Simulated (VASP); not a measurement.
A run of VASP 6.6.1 is set up as follows.

File INCAR:

```
PREC = Accurate
ENCUT = 520
EDIFF = 1E-7
ISMEAR = 0
SIGMA = 0.1
LREAL = False
LASPH = True
NELM = 60
ALGO = Normal
ISIF = 2
LWAVE = False
LCHARG = False
GGA = PE
NBANDS = 14
```

File KPOINTS:

```
regular mesh
0
Gamma
  6 6 6
```

Contents of POSCAR:

```
B
1.0
    2.6486011652     -1.6675840487      0.0000000000
    2.6486011652      1.6675840487      0.0000000000
    0.0000000000      0.0000000000      2.9821656349
B
4
Direct
    0.3139450351      0.0136202937      0.2500000000
    0.6860549649      0.9863797063      0.7500000000
    0.9863797063      0.6860549649      0.2500000000
    0.0136202937      0.3139450351      0.7500000000
```

Potentials or basis: VASP PAW PBE potentials, release 64 (B).

The run is started by

```console
$ cat potpaw_PBE.64/B/POTCAR > POTCAR
$ mpirun -np 1 vasp_std > vasp.out
```

Task: What does it give for the largest force?

Result: 0.005 eV/Å.

Task: What does it give for the band gap on the k mesh?

Result: Zero (bands 6 and 7 overlap by 0.40 eV).

Task: Predict the pressure.

Result: 0.0 GPa.

Forces on the atoms (eV/Å):
```
B    0.005 -0.002  0.000
B   -0.005  0.002  0.000
B   -0.005 -0.002  0.000
B    0.005  0.002  0.000
```

Caveat: the k points lie up to 0.37 Å⁻¹ apart.
